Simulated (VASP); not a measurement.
# Pt (Fm-3m) in VASP: notebook

Aim: see how the results for Pt move with the level of theory and the settings. Levels: LDA, PBE. Tasks: single point.

All numbers are computed with VASP 6.6.1; they aren't measurements. Logs are shortened: lines on timing, memory, paths and dates and some standing lists are left out, and cuts for length are marked.

## 1. The cell of the first run

Symmetry: Fm-3m, No. 225, cubic system. Conventional cell: a = 3.922 Å, b = 3.922 Å, c = 3.922 Å, α = 90.00°, β = 90.00°, γ = 90.00°. Pt (site symmetry m-3m) has 12 Pt at 2.77 Å within 3.7 Å.

## 2. Single point, LDA, non-collinear spin, zero start, spin-orbit coupling

The input, INCAR:

```
PREC = Accurate ; ENCUT = 520
EDIFF = 1E-6 ; ISMEAR = -1
SIGMA = 0.05 ; LREAL = False
LASPH = True ; NELM = 150
ALGO = Normal ; ISIF = 2
LWAVE = False ; LCHARG = False
LNONCOLLINEAR = True ; MAGMOM = 0 0 0
LORBIT = 11 ; LSORBIT = True
GGA_COMPAT = False ; LORBMOM = True
LMAXMIX = 4 ; GGA = CA
NBANDS = 21
```

The input, KPOINTS:

```
Automatic mesh
0
Gamma
  9 9 9
```

The input, POSCAR:

```
Pt
1.0
    0.0000000000      1.9609000000      1.9609000000
    1.9609000000      0.0000000000      1.9609000000
    1.9609000000      1.9609000000      0.0000000000
Pt
1
Direct
    0.0000000000      0.0000000000      0.0000000000
```

Potentials or basis: VASP PAW LDA potentials, release 64 (Pt).

Launch:

```bash
cat potpaw_LDA.64/Pt/POTCAR > POTCAR
mpirun -np 1 vasp_ncl > vasp.out
```

OUTCAR:

```text
PREC = Accurate
   ENCUT = 520
   EDIFF = 1E-6
   ISMEAR = -1
   LREAL = False
   LASPH = True
   NELM = 150
   ISIF = 2
   LNONCOLLINEAR = True
   LORBIT = 11
   LSORBIT = True
   GGA = CA

 ion  position               nearest neighbor table
   1  0.000  0.000  0.000-

  LATTYP: Found a face centered cubic cell.
 ALAT       =     3.9218000000

  Lattice vectors:

 A1 = (   0.0000000000,   1.9609000000,   1.9609000000)
 A2 = (   1.9609000000,   0.0000000000,   1.9609000000)
 A3 = (   1.9609000000,   1.9609000000,   0.0000000000)

Analysis of symmetry for initial positions (statically):
=====================================================================
 Subroutine PRICEL returns:
 Original cell was already a primitive cell.

 Routine SETGRP: Setting up the symmetry group for a
 face centered cubic supercell.

 Subroutine GETGRP returns: Found 48 space group operations
 (whereof 48 operations were pure point group operations)
 out of a pool of 48 trial point group operations.

The static configuration has the point symmetry O_h .

Analysis of symmetry for dynamics (positions and initial velocities):
=====================================================================
 Subroutine PRICEL returns:
 Original cell was already a primitive cell.

 Routine SETGRP: Setting up the symmetry group for a
 face centered cubic supercell.

 Subroutine GETGRP returns: Found 48 space group operations
 (whereof 48 operations were pure point group operations)
 out of a pool of 48 trial point group operations.

The dynamic configuration has the point symmetry O_h .

Analysis of structural, dynamic, and magnetic symmetry:
=====================================================================
 Subroutine PRICEL returns:
 Original cell was already a primitive cell.

 Routine SETGRP: Setting up the symmetry group for a
 face centered cubic supercell.

 Subroutine GETGRP returns: Found 48 space group operations
 (whereof 48 operations were pure point group operations)
 out of a pool of 48 trial point group operations.

The overall configuration has the point symmetry O_h .

 Subroutine INISYM returns: Found 48 space group operations
 (whereof 48 operations are pure point group operations),
 and found     1 'primitive' translations

----------------------------------------------------------------------------------------

                                     Primitive cell

  volume of cell :      15.0798

  direct lattice vectors                    reciprocal lattice vectors
     0.000000000  1.960900000  1.960900000    -0.254984956  0.254984956  0.254984956
     1.960900000  0.000000000  1.960900000     0.254984956 -0.254984956  0.254984956
     1.960900000  1.960900000  0.000000000     0.254984956  0.254984956 -0.254984956

  length of vectors
     2.773131374  2.773131374  2.773131374     0.441646899  0.441646899  0.441646899

  position of ions in fractional coordinates (direct lattice)
     0.000000000  0.000000000  0.000000000

  ion indices of the primitive-cell ions
   primitive index   ion index
                 1           1

----------------------------------------------------------------------------------------

 KPOINTS: Automatic mesh

Automatic generation of k-mesh.
 Grid dimensions read from file:
 generate k-points for:    9    9    9

 Generating k-lattice:

  Cartesian coordinates                     Fractional coordinates (reciprocal lattice)
    -0.028331662  0.028331662  0.028331662     0.111111111  0.000000000  0.000000000
     0.028331662 -0.028331662  0.028331662     0.000000000  0.111111111  0.000000000
     0.028331662  0.028331662 -0.028331662     0.000000000  0.000000000  0.111111111

  Length of vectors
     0.049071878  0.049071878  0.049071878

  Shift w.r.t. Gamma in fractional coordinates (k-lattice)
     0.000000000  0.000000000  0.000000000

 Subroutine IBZKPT returns following result:
 ===========================================

 Found     35 irreducible k-points:

 Following reciprocal coordinates:
[... 40 lines left out ...]
   LSORBIT =      T    spin-orbit coupling
   LASPH  =      T    aspherical Exc in radial PAW
   ENCUT  =  520.0 eV  38.22 Ry    6.18 a.u.   5.16  5.16  5.16*2*pi/ulx,y,z
   NELM   =    150;   NELMIN=  2; NELMDL= -5     # of ELM steps
   EDIFF  = 0.1E-05   stopping-criterion for ELM
   LREAL  =      F    real-space projection
   EDIFFG = 0.1E-04   stopping-criterion for IOM
   NSW    =      0    number of steps for IOM
   IBRION =     -1    ionic relax: 0-MD 1-quasi-New 2-CG
   NFREE  =      0    steps in history (QN), initial steepest desc. (CG)
   ISIF   =      2    stress and relaxation
   ISYM   =      2    0-nonsym 1-usesym 2-fastsym
   POTIM  = 0.5000    time-step for ionic-motion
   TEBEG  =    0.0;   TEEND  =   0.0 temperature during run
   PSTRESS=    0.0 pullay stress
   NELECT =      10.0000    total number of electrons
   NUPDOWN=      -1.0000    fix difference up-down
   EMIN   =  10.00;   EMAX   =-10.00  energy-range for DOS
   EFERMI =   0.00;   METHOD = LEGACY
   ISMEAR =    -1;   SIGMA  =   0.05  broadening in eV -4-tet -1-fermi 0-gaus
   EFERMI_NEDOS =   21; number of points for ismear=-14 and -15
   IALGO  =     38    algorithm
   IMIX   =      4    mixing-type and parameters
     AMIX     =   0.40;   BMIX     =  1.00
     AMIX_MAG =   1.60;   BMIX_MAG =  1.00
  volume/ion in A,a.u.               =      15.08       101.76
  Fermi-wavevector in a.u.,A,eV,Ry     =   1.427609  2.697791 27.729605  2.038068
  Thomas-Fermi vector in A             =   2.547760
   LORBIT       =     11    0 simple, 1 ext, 2 COOP (PROOUT), +10 PAW based schemes
   GGA     = CA    functional components
   LHFCALC =     F    Hartree Fock is set to
   AEXX    =    0.0000 exact exchange contribution
   IVDW    =     0    specifies the selected vdW correction
   LEPSILON=     F    determine dielectric tensor
   LRPA    =     F    only Hartree local field effects (RPA)
  energy-cutoff  :      520.00
  volume of cell :       15.08
 maximum number of plane-waves:       838
 NGX is ok and might be reduce to    24
   NGX = 11   NGY = 11   NGZ = 11

 number of electron      10.0000000 magnetization       0.0000000      0.0000000      0.0000000

 number of electron      10.0000000 magnetization      -0.0000000     -0.0000000     -0.0000000

 number of electron      10.0000000 magnetization      -0.0000000      0.0000000      0.0000000

 number of electron      10.0000000 magnetization       0.0000000     -0.0000000     -0.0000000

 Free energy of the ion-electron system (eV)
  ---------------------------------------------------
  ext. energy  EPLUGINS =         0.00000000
  ---------------------------------------------------
  free energy    TOTEN  =        -7.92130590 eV

  energy without entropy =       -7.91039371  energy(sigma->0) =       -7.91584981

 E-fermi :  11.1654     XC(G=0): -13.6898

 val. band max:       11.1158695153   @ k =   0.4444   0.1111   0.0000
 cond. band min:      11.2383310409   @ k =   0.4444   0.2222   0.0000
 fundamental gap:      0.1224615256
 Fermi energy:        11.1653542517

 k-point     1 :       0.0000    0.0000    0.0000
  band No.  band energies     occupation
      1       0.8963      1.00000
      2       0.8963      1.00000
      3       6.8639      1.00000
      4       6.8639      1.00000
      5       6.8639      1.00000
      6       6.8639      1.00000
[... 565 lines left out ...]
     20      31.1463      0.00000
     21      34.4042      0.00000

 [... further k-points ...]
[... 5 lines left out ...]
  --------------------------------------------------------------------------------------
  -------------------------------------------------------------------------------------
  Total       -0.4994642     -0.4994642     -0.4994642      0.0000000      0.0000000      0.0000000
  in kB      -53.0662740    -53.0662740    -53.0662740      0.0000000      0.0000000      0.0000000
  external PRESSURE =     -53.0662740 kB  Pullay stress =       0.0000000 kB

 VOLUME and BASIS-vectors are now :
 -----------------------------------------------------------------------------
  energy-cutoff  :      520.00
  volume of cell :       15.08
      direct lattice vectors                 reciprocal lattice vectors
     0.000000000  1.960900000  1.960900000    -0.254984956  0.254984956  0.254984956
     1.960900000  0.000000000  1.960900000     0.254984956 -0.254984956  0.254984956
     1.960900000  1.960900000  0.000000000     0.254984956  0.254984956 -0.254984956

 POSITION                                       TOTAL-FORCE (eV/Angst)
 -----------------------------------------------------------------------------------
      0.00000      0.00000      0.00000         0.000000      0.000000      0.000000
 -----------------------------------------------------------------------------------
    total drift:                               -0.000000      0.000000     -0.000000

  FREE ENERGIE OF THE ION-ELECTRON SYSTEM (eV)
  ---------------------------------------------------
  free  energy   TOTEN  =        -7.9213059040 eV

  energy  without entropy=       -7.9103937085  energy(sigma->0) =       -7.91584981

 orbital moment (x)

 # of ion     p       d       tot
 ----------------------------------------
  1         0.000  -0.000  -0.000
 ----------------------------------------
            0.000  -0.000  -0.000

 orbital moment (y)

 # of ion     p       d       tot
 ----------------------------------------
  1         0.000  -0.000  -0.000
 ----------------------------------------
            0.000  -0.000  -0.000

 orbital moment (z)

 # of ion     p       d       tot
 ----------------------------------------
  1         0.000   0.000   0.000
 ----------------------------------------
            0.000   0.000   0.000

 Spin-Orbit-Coupling matrix elements

 Ion:    1  E_soc:     -0.7685232
 l=   1
     0.0000000    -0.0339025    -0.0339025
    -0.0339025     0.0000000    -0.0339025
    -0.0339025    -0.0339025     0.0000000
 l=   2
     0.0000000    -0.0170354     0.0000000    -0.0170354    -0.0771493
    -0.0170354     0.0000000    -0.0578620    -0.0170354    -0.0192873
     0.0000000    -0.0578620     0.0000000    -0.0578620     0.0000000
    -0.0170354    -0.0170354    -0.0578620     0.0000000    -0.0192873
    -0.0771493    -0.0192873     0.0000000    -0.0192873     0.0000000
 l=   3
     0.0000000     0.0000000     0.0000000     0.0000000     0.0000000     0.0000000     0.0000000
     0.0000000     0.0000000     0.0000000     0.0000000     0.0000000     0.0000000     0.0000000
     0.0000000     0.0000000     0.0000000     0.0000000     0.0000000     0.0000000     0.0000000
     0.0000000     0.0000000     0.0000000     0.0000000     0.0000000     0.0000000     0.0000000
     0.0000000     0.0000000     0.0000000     0.0000000     0.0000000     0.0000000     0.0000000
     0.0000000     0.0000000     0.0000000     0.0000000     0.0000000     0.0000000     0.0000000
     0.0000000     0.0000000     0.0000000     0.0000000     0.0000000     0.0000000     0.0000000

 total charge

# of ion       s       p       d       tot
------------------------------------------
    1        0.642   0.627   8.035   9.305

 magnetization (x)

# of ion       s       p       d       tot
------------------------------------------
    1        0.000   0.000   0.000   0.000

 magnetization (y)

# of ion       s       p       d       tot
------------------------------------------
    1       -0.000  -0.000   0.000   0.000

 magnetization (z)

# of ion       s       p       d       tot
------------------------------------------
    1        0.000   0.000   0.000   0.000
```

Run time: 13 s. Hardware: 1 thread of Intel Xeon Platinum 8488C (Sapphire Rapids), shared host; peak memory 0.17 GiB.

What came out:

```yaml
Free_energy: -7.9213 eV
Pressure: -5.3 GPa
Net_moment: 0.00 μB per cell
Valence_electrons_inside_the_program's_atomic_spheres: Pt 9.30
```

Moments on the atoms (μB; x, y, z):
```
Pt  0.00 0.00 0.00
```

## 3. Single point, PBE

The input, INCAR:

```
ALGO = Fast
EDIFF = 1E-6
ENCUT = 520
GGA = PE
ISIF = 2
ISMEAR = -1
LASPH = T
LCHARG = F
LREAL = F
LWAVE = F
NBANDS = 11
NELM = 100
PREC = Accurate
SIGMA = 0.05
```

The input, KPOINTS:

```
k-points
0
Gamma
  9 9 9
```

POSCAR is that of step 2.

Potentials or basis: VASP PAW PBE potentials, release 64 (Pt).

Launch:

```bash
cat potpaw_PBE.64/Pt/POTCAR > POTCAR
mpirun -np 1 vasp_std > vasp.out
```

It took 6.5 s on 1 thread of Intel Xeon 6975P-C, shared host; peak memory 0.14 GiB.

The run converged. Its results:

- Free energy: -6.1185 eV
- Pressure: 9.1 GPa
- Band gap on the k mesh: zero (band 5 reaches 11.63 eV, above the bottom of band 6 at 9.55 eV)

Levels at points of the mesh, in eV from the Fermi level:
| k point | band 1 | band 2 | band 3 | band 4 | band 5 | band 6 | band 7 | band 8 | band 9 | band 10 |
| --- | --- | --- | --- | --- | --- | --- | --- | --- | --- | --- |
| (0.00, 0.00, 0.00) | -10.24 | -3.80 | -3.80 | -3.80 | -1.65 | -1.65 | 14.62 | 19.59 | 19.59 | 19.59 |

Caveat: spin-orbit coupling is left out, which moves the levels of the heavy elements.
